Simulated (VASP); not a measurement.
# OsO (P6/mmm) in VASP: further runs

The runs below take OsO through single point, with PBE.

All numbers are computed with VASP 6.6.1; they aren't measurements. Logs are shortened: lines on timing, memory, paths and dates and some standing lists are left out, and cuts for length are marked.

### Step 1. The cell of the first run

The structure is hexagonal, space group P6/mmm (No. 191). The conventional cell has a = 3.321 Å, b = 3.321 Å, c = 4.659 Å, α = 90.00°, β = 90.00°, γ = 120.00°. Within 3.1 Å of Os (site symmetry 6/mmm) lie 2 O at 2.33 Å. O (site symmetry 6/mmm) has 2 Os at 2.33 Å within 3.1 Å.

### Step 2. Single point, PBE, non-collinear spin, zero start, spin-orbit coupling

Contents of INCAR:

```
SYSTEM = OsO
PREC = Accurate
ENCUT = 520
EDIFF = 1E-6
ISMEAR = 0
SIGMA = 0.05
LREAL = .False.
LASPH = .True.
NELM = 150
ALGO = Normal
ISIF = 2
LWAVE = .False.
LCHARG = .False.
MAGMOM = 0 0 0 0 0 0
LORBIT = 11
LSORBIT = .True.
GGA_COMPAT = .False.
LORBMOM = .True.
LMAXMIX = 4
GGA = PE
NBANDS = 26
```

Contents of KPOINTS:

```
regular mesh
0
Gamma
  15 15 9
  0 0 0
```

Contents of POSCAR:

```
OsO
1.0
    3.3211167600      0.0000000000      0.0000000000
   -1.6605583800      2.8761714800      0.0000000000
    0.0000000000      0.0000000000      4.6590329000
Os O
1 1
Direct
    0.0000000000      0.0000000000      0.5000000000
    0.0000000000      0.0000000000      0.0000000000
```

Potentials or basis: VASP PAW PBE potentials, release 64 (Os, O).

Run with:

```console
$ cat potpaw_PBE.64/Os/POTCAR potpaw_PBE.64/O/POTCAR > POTCAR
$ mpirun -np 1 vasp_ncl > vasp.out
```

OUTCAR:

```text
SYSTEM = OsO
   PREC = Accurate
   ENCUT = 520
   EDIFF = 1E-6
   ISMEAR = 0
   LREAL = .False.
   LASPH = .True.
   NELM = 150
   ISIF = 2
   LORBIT = 11
   LSORBIT = .True.
   GGA = PE

 ion  position               nearest neighbor table
   1  0.000  0.000  0.500-   2 2.33   2 2.33
   2  0.000  0.000  0.000-   1 2.33   1 2.33

  LATTYP: Found a hexagonal cell.
 ALAT       =     3.3211167600
 C/A-ratio  =     1.4028512807

  Lattice vectors:

 A1 = (   3.3211167600,   0.0000000000,   0.0000000000)
 A2 = (  -1.6605583800,   2.8761714800,   0.0000000000)
 A3 = (   0.0000000000,   0.0000000000,   4.6590329000)

Analysis of symmetry for initial positions (statically):
=====================================================================
 Subroutine PRICEL returns:
 Original cell was already a primitive cell.

 Routine SETGRP: Setting up the symmetry group for a
 hexagonal supercell.

 Subroutine GETGRP returns: Found 24 space group operations
 (whereof 24 operations were pure point group operations)
 out of a pool of 24 trial point group operations.

The static configuration has the point symmetry D_6h.

Analysis of symmetry for dynamics (positions and initial velocities):
=====================================================================
 Subroutine PRICEL returns:
 Original cell was already a primitive cell.

 Routine SETGRP: Setting up the symmetry group for a
 hexagonal supercell.

 Subroutine GETGRP returns: Found 24 space group operations
 (whereof 24 operations were pure point group operations)
 out of a pool of 24 trial point group operations.

The dynamic configuration has the point symmetry D_6h.

Analysis of structural, dynamic, and magnetic symmetry:
=====================================================================
 Subroutine PRICEL returns:
 Original cell was already a primitive cell.

 Routine SETGRP: Setting up the symmetry group for a
 hexagonal supercell.

 Subroutine GETGRP returns: Found 24 space group operations
 (whereof 24 operations were pure point group operations)
 out of a pool of 24 trial point group operations.

The overall configuration has the point symmetry D_6h.

 Subroutine INISYM returns: Found 24 space group operations
 (whereof 24 operations are pure point group operations),
 and found     1 'primitive' translations

----------------------------------------------------------------------------------------

                                     Primitive cell

  volume of cell :      44.5036

  direct lattice vectors                    reciprocal lattice vectors
     3.321116760  0.000000000  0.000000000     0.301103536  0.173842208  0.000000000
    -1.660558380  2.876171480  0.000000000     0.000000000  0.347684416  0.000000000
     0.000000000  0.000000000  4.659032900     0.000000000  0.000000000  0.214636819

  length of vectors
     3.321116760  3.321116757  4.659032900     0.347684415  0.347684416  0.214636819

  position of ions in fractional coordinates (direct lattice)
     0.000000000  0.000000000  0.500000000
     0.000000000  0.000000000  0.000000000

  ion indices of the primitive-cell ions
   primitive index   ion index
                 1           1
                 2           2

----------------------------------------------------------------------------------------

 KPOINTS: regular mesh

Automatic generation of k-mesh.
 Grid dimensions read from file:
 generate k-points for:   15   15    9

 Generating k-lattice:

  Cartesian coordinates                     Fractional coordinates (reciprocal lattice)
     0.020073569  0.011589481  0.000000000     0.066666667  0.000000000  0.000000000
     0.000000000  0.023178961  0.000000000     0.000000000  0.066666667  0.000000000
     0.000000000  0.000000000  0.023848535     0.000000000  0.000000000  0.111111111

  Length of vectors
     0.023178961  0.023178961  0.023848535
[... 97 lines left out ...]

 number of electron      14.0000003 magnetization       0.0000000     -0.0000000      0.0000000

 Free energy of the ion-electron system (eV)
  ---------------------------------------------------
  ext. energy  EPLUGINS =         0.00000000
  ---------------------------------------------------
  free energy    TOTEN  =       -12.55326068 eV

  energy without entropy =      -12.54794115  energy(sigma->0) =      -12.55060091

 E-fermi :   0.0252     XC(G=0):  -9.3228

 val. band max:        0.0229869797   @ k =   0.3333   0.2667   0.2222
 cond. band min:       0.0354590831   @ k =   0.3333   0.1333   0.3333
 fundamental gap:      0.0124721035
 Fermi energy:         0.0252244535

 k-point     1 :       0.0000    0.0000    0.0000
  band No.  band energies     occupation
      1     -16.6851      1.00000
      2     -16.6851      1.00000
      3      -4.0052      1.00000
      4      -4.0052      1.00000
      5      -2.9444      1.00000
      6      -2.9444      1.00000
[... 685 lines left out ...]
     25      12.9092      0.00000
     26      12.9092      0.00000

 [... further k-points ...]

------------------------ aborting loop because EDIFF is reached ----------------------------------------

  FORCE on cell =-STRESS in cart. coord.  units (eV):
  Direction    XX          YY          ZZ          XY          YZ          ZX
  --------------------------------------------------------------------------------------
  -------------------------------------------------------------------------------------
  Total       -5.6885129     -5.6885129    -20.5379530      0.0000000      0.0000000      0.0000000
  in kB     -204.7927773   -204.7927768   -739.3890935      0.0000000      0.0000000      0.0000000
  external PRESSURE =    -382.9915492 kB  Pullay stress =       0.0000000 kB

 VOLUME and BASIS-vectors are now :
 -----------------------------------------------------------------------------
  energy-cutoff  :      520.00
  volume of cell :       44.50
      direct lattice vectors                 reciprocal lattice vectors
     3.321116760  0.000000000  0.000000000     0.301103536  0.173842208  0.000000000
    -1.660558380  2.876171480  0.000000000     0.000000000  0.347684416  0.000000000
     0.000000000  0.000000000  4.659032900     0.000000000  0.000000000  0.214636819

 POSITION                                       TOTAL-FORCE (eV/Angst)
 -----------------------------------------------------------------------------------
      0.00000      0.00000      2.32952         0.000000      0.000000      0.000000
      0.00000      0.00000      0.00000        -0.000000      0.000000      0.000000
 -----------------------------------------------------------------------------------
    total drift:                               -0.000000     -0.000000      0.000000

  FREE ENERGIE OF THE ION-ELECTRON SYSTEM (eV)
  ---------------------------------------------------
  free  energy   TOTEN  =       -12.5532606763 eV

  energy  without entropy=      -12.5479411471  energy(sigma->0) =      -12.55060091

 orbital moment (x)

 # of ion     p       d       tot
 ----------------------------------------
  1         0.000  -0.000  -0.000
  2        -0.000   0.000  -0.000
 ----------------------------------------
           -0.000  -0.000  -0.000

 orbital moment (y)

 # of ion     p       d       tot
 ----------------------------------------
  1         0.000   0.000   0.000
  2         0.000   0.000   0.000
 ----------------------------------------
            0.000   0.000   0.000

 orbital moment (z)

 # of ion     p       d       tot
 ----------------------------------------
  1         0.000   0.000   0.000
  2         0.000   0.000   0.000
 ----------------------------------------
            0.000   0.000   0.000

 Spin-Orbit-Coupling matrix elements

 Ion:    1  E_soc:     -1.0053270
 l=   1
     0.0000000    -0.0139802    -0.0162966
    -0.0139802     0.0000000    -0.0139802
    -0.0162966    -0.0139802     0.0000000
 l=   2
     0.0000000    -0.0361833     0.0000000    -0.0361833    -0.0898542
    -0.0361833     0.0000000    -0.0912132    -0.0413928    -0.0361833
     0.0000000    -0.0912132     0.0000000    -0.0912132     0.0000000
    -0.0361833    -0.0413928    -0.0912132     0.0000000    -0.0361833
    -0.0898542    -0.0361833     0.0000000    -0.0361833     0.0000000
 l=   3
     0.0000000     0.0000000     0.0000000     0.0000000     0.0000000     0.0000000     0.0000000
     0.0000000     0.0000000     0.0000000     0.0000000     0.0000000     0.0000000     0.0000000
     0.0000000     0.0000000     0.0000000     0.0000000     0.0000000     0.0000000     0.0000000
     0.0000000     0.0000000     0.0000000     0.0000000     0.0000000     0.0000000     0.0000000
     0.0000000     0.0000000     0.0000000     0.0000000     0.0000000     0.0000000     0.0000000
     0.0000000     0.0000000     0.0000000     0.0000000     0.0000000     0.0000000     0.0000000
     0.0000000     0.0000000     0.0000000     0.0000000     0.0000000     0.0000000     0.0000000

 Ion:    2  E_soc:     -0.0012039
 l=   1
     0.0000000    -0.0001596    -0.0002828
    -0.0001596     0.0000000    -0.0001596
    -0.0002828    -0.0001596     0.0000000
 l=   2
     0.0000000     0.0000000     0.0000000     0.0000000     0.0000000
     0.0000000     0.0000000     0.0000000     0.0000000     0.0000000
     0.0000000     0.0000000     0.0000000     0.0000000     0.0000000
     0.0000000     0.0000000     0.0000000     0.0000000     0.0000000
     0.0000000     0.0000000     0.0000000     0.0000000     0.0000000
 l=   3
     0.0000000     0.0000000     0.0000000     0.0000000     0.0000000     0.0000000     0.0000000
     0.0000000     0.0000000     0.0000000     0.0000000     0.0000000     0.0000000     0.0000000
     0.0000000     0.0000000     0.0000000     0.0000000     0.0000000     0.0000000     0.0000000
     0.0000000     0.0000000     0.0000000     0.0000000     0.0000000     0.0000000     0.0000000
     0.0000000     0.0000000     0.0000000     0.0000000     0.0000000     0.0000000     0.0000000
     0.0000000     0.0000000     0.0000000     0.0000000     0.0000000     0.0000000     0.0000000
     0.0000000     0.0000000     0.0000000     0.0000000     0.0000000     0.0000000     0.0000000

 total charge

# of ion       s       p       d       tot
------------------------------------------
    1        0.437   0.215   5.499   6.151
    2        1.582   3.124   0.000   4.706
--------------------------------------------------
tot          2.018   3.339   5.499  10.856

 magnetization (x)

# of ion       s       p       d       tot
------------------------------------------
    1       -0.000   0.000   0.000  -0.000
    2       -0.000   0.000   0.000  -0.000
--------------------------------------------------
tot         -0.000   0.000   0.000  -0.000

 magnetization (y)

# of ion       s       p       d       tot
------------------------------------------
    1        0.000   0.000   0.000   0.000
    2       -0.000  -0.000   0.000  -0.000
--------------------------------------------------
tot         -0.000  -0.000   0.000  -0.000

 magnetization (z)

# of ion       s       p       d       tot
------------------------------------------
    1       -0.000   0.000   0.000   0.000
    2        0.000   0.000   0.000   0.000
--------------------------------------------------
tot          0.000   0.000   0.000   0.000
```

Run time: 3.8 min. Hardware: 1 thread of Intel Xeon 6975P-C (Granite Rapids), shared host; peak memory 0.44 GiB.

What came out:

* Free energy: -12.5533 eV
* Pressure: -38.3 GPa
* Net moment: 0.00 μB per cell
* Valence electrons inside the program's atomic spheres: Os 6.15; O 4.71

Moments on the atoms (μB; x, y, z):
```
Os  0.00 0.00 0.00
O   0.00 0.00 0.00
```

Caveat: the cell stands under tension.

### Step 3. Single point, PBE, non-collinear spin, zero start, spin-orbit coupling

Contents of INCAR:

```
SYSTEM = OsO
  ALGO = Normal
  EDIFF = 1E-7
  ENCUT = 520
  GGA = PE
  GGA_COMPAT = .FALSE.
  ISIF = 2
  ISMEAR = 0
  LASPH = .TRUE.
  LCHARG = .FALSE.
  LMAXMIX = 4
  LORBIT = 11
  LORBMOM = .TRUE.
  LREAL = .FALSE.
  LSORBIT = .TRUE.
  LWAVE = .FALSE.
  MAGMOM = 0 0 0 0 0 0
  NBANDS = 26
  NELM = 150
  PREC = Accurate
  SIGMA = 0.05
```

Contents of KPOINTS:

```
k-points
0
G
  7 7 4
  0 0 0
```

POSCAR is that of step 2.

Potentials or basis: VASP PAW PBE potentials, release 64 (Os, O).

Run with:

```console
$ cat potpaw_PBE.64/Os/POTCAR potpaw_PBE.64/O/POTCAR > POTCAR
$ mpirun -np 1 vasp_ncl > vasp.out
```

Run time: 1.7 min. Hardware: 1 thread of AMD EPYC 9R14 (Zen 4), shared host; peak memory 0.27 GiB.

Results (log left out):

| Item | Value |
| --- | --- |
| Free energy | -12.5511 eV |
| Pressure | -38.3 GPa |
| Net moment | 0.00 μB per cell |
| Valence electrons inside the program's atomic spheres | Os 6.15; O 4.71 |

Stress tensor (GPa, compression positive):
```
-20.65   0.00   0.00
  0.00 -20.65   0.00
  0.00   0.00 -73.53
```

Moments on the atoms (μB; x, y, z):
```
Os  0.00 0.00 0.00
O   0.00 0.00 0.00
```

Caveat: the cell stands under tension.

### Step 4. Single point, PBE, non-collinear spin, zero start, spin-orbit coupling

Contents of INCAR:

```
SYSTEM = OsO
PREC = Accurate
ENCUT = 520
EDIFF = 1E-6
ISMEAR = -1
SIGMA = 0.1
LREAL = .FALSE.
LASPH = .TRUE.
NELM = 150
ALGO = Normal
ISIF = 2
LWAVE = .FALSE.
LCHARG = .FALSE.
LNONCOLLINEAR = .TRUE.
MAGMOM = 0 0 0 0 0 0
LORBIT = 11
LSORBIT = .TRUE.
GGA_COMPAT = .FALSE.
LORBMOM = .TRUE.
LMAXMIX = 4
GGA = PE
NBANDS = 26
```

Contents of KPOINTS:

```
Automatic mesh
0
G
  8 8 5
  0 0 0
```

POSCAR is that of step 3.

Potentials or basis: VASP PAW PBE potentials, release 64 (Os, O).

Run with:

```console
$ cat potpaw_PBE.64/Os/POTCAR potpaw_PBE.64/O/POTCAR > POTCAR
$ mpirun -np 1 vasp_ncl > vasp.out
```

OUTCAR:

```text
SYSTEM = OsO
   PREC = Accurate
   ENCUT = 520
   EDIFF = 1E-6
   ISMEAR = -1
   LREAL = .FALSE.
   LASPH = .TRUE.
   NELM = 150
   ISIF = 2
   LNONCOLLINEAR = .TRUE.
   LORBIT = 11
   LSORBIT = .TRUE.
   GGA = PE

 ion  position               nearest neighbor table
   1  0.000  0.000  0.500-   2 2.33   2 2.33
   2  0.000  0.000  0.000-   1 2.33   1 2.33

  LATTYP: Found a hexagonal cell.
 ALAT       =     3.3211167600
 C/A-ratio  =     1.4028512807

  Lattice vectors:

 A1 = (   3.3211167600,   0.0000000000,   0.0000000000)
 A2 = (  -1.6605583800,   2.8761714800,   0.0000000000)
 A3 = (   0.0000000000,   0.0000000000,   4.6590329000)

Analysis of symmetry for initial positions (statically):
=====================================================================
 Subroutine PRICEL returns:
 Original cell was already a primitive cell.
[... 989 lines left out ...]
     0.0000000     0.0000000     0.0000000     0.0000000     0.0000000     0.0000000     0.0000000
     0.0000000     0.0000000     0.0000000     0.0000000     0.0000000     0.0000000     0.0000000
     0.0000000     0.0000000     0.0000000     0.0000000     0.0000000     0.0000000     0.0000000
     0.0000000     0.0000000     0.0000000     0.0000000     0.0000000     0.0000000     0.0000000
     0.0000000     0.0000000     0.0000000     0.0000000     0.0000000     0.0000000     0.0000000

 total charge

# of ion       s       p       d       tot
------------------------------------------
    1        0.434   0.215   5.504   6.153
    2        1.582   3.125   0.000   4.706
--------------------------------------------------
tot          2.016   3.340   5.504  10.859

 magnetization (x)

# of ion       s       p       d       tot
------------------------------------------
    1        0.000  -0.000   0.000   0.000
    2       -0.000  -0.000   0.000  -0.000
--------------------------------------------------
tot         -0.000  -0.000   0.000  -0.000

 magnetization (y)

# of ion       s       p       d       tot
------------------------------------------
    1        0.000   0.000  -0.000   0.000
    2        0.000  -0.000   0.000  -0.000
--------------------------------------------------
tot          0.000  -0.000  -0.000   0.000

 magnetization (z)

# of ion       s       p       d       tot
------------------------------------------
    1        0.000  -0.000  -0.000  -0.000
    2       -0.000   0.000   0.000   0.000
--------------------------------------------------
tot         -0.000  -0.000  -0.000  -0.000
```

OSZICAR:

```text
N       E                     dE             d eps       ncg     rms          rms(c)
DAV:   1     0.720517909927E+02    0.72052E+02   -0.60624E+03  1560   0.949E+02
DAV:   2    -0.923493891499E+01   -0.81287E+02   -0.74425E+02  1724   0.256E+02
DAV:   3    -0.167963132750E+02   -0.75614E+01   -0.71362E+01  1896   0.672E+01
DAV:   4    -0.169197515876E+02   -0.12344E+00   -0.12283E+00  1780   0.996E+00
DAV:   5    -0.169209428191E+02   -0.11912E-02   -0.11900E-02  1848   0.922E-01    0.137E+01
DAV:   6    -0.207406035809E+02   -0.38197E+01   -0.17159E+01  2190   0.398E+01    0.278E+01
DAV:   7    -0.133474247927E+02    0.73932E+01   -0.32824E+01  2268   0.282E+01    0.639E+00
DAV:   8    -0.126196112708E+02    0.72781E+00   -0.11105E+00  1856   0.104E+01    0.142E+00
DAV:   9    -0.126130286692E+02    0.65826E-02   -0.25206E-01  1990   0.339E+00    0.147E+00
DAV:  10    -0.125998654443E+02    0.13163E-01   -0.70335E-02  2136   0.174E+00    0.414E-01
DAV:  11    -0.125993703858E+02    0.49506E-03   -0.30798E-03  1614   0.375E-01    0.226E-01
DAV:  12    -0.125994922167E+02   -0.12183E-03   -0.20379E-03  1692   0.262E-01    0.137E-01
DAV:  13    -0.125994022392E+02    0.89978E-04   -0.29834E-04  1960   0.122E-01    0.473E-02
DAV:  14    -0.125994376453E+02   -0.35406E-04   -0.31207E-04  1850   0.110E-01    0.592E-02
DAV:  15    -0.125993994267E+02    0.38219E-04   -0.13132E-04  2098   0.723E-02    0.643E-03
DAV:  16    -0.125994045836E+02   -0.51569E-05   -0.83341E-06  1670   0.183E-02    0.893E-03
DAV:  17    -0.125994037485E+02    0.83509E-06   -0.12755E-06   950   0.909E-03
   1 F= -.12599404E+02 E0= -.12535543E+02  d E =-.127722E+00  mag=    -0.0000    -0.0000    -0.0000
```

stdout:

```text
POSCAR found type information on POSCAR OsO
 POSCAR found :  2 types and       2 ions
 scaLAPACK will be used
 LDA part: xc-table for (Slater+PW92), standard interpolation
 POSCAR, INCAR and KPOINTS ok, starting setup
 FFT: planning ... GRIDC
 FFT: planning ... GRID_SOFT
 FFT: planning ... GRID
 WAVECAR not read
 entering main loop
```

Wall time 1.8 min (1 thread of AMD EPYC 9R14 (Zen 4), shared host); peak memory 0.27 GiB.

What came out:

```
Free energy                                           : -12.5994 eV
Pressure                                              : -37.8 GPa
Net moment                                            : 0.00 μB per cell
Valence electrons inside the program's atomic spheres : Os 6.15; O 4.71
```

Stress tensor (GPa, compression positive):
```
-20.09   0.00   0.00
  0.00 -20.09   0.00
  0.00   0.00 -73.24
```

Moments on the atoms (μB; x, y, z):
```
Os  0.00 0.00 0.00
O   0.00 0.00 0.00
```

Caveat: the cell stands under tension.

(Part 1 of 2 ends here.)
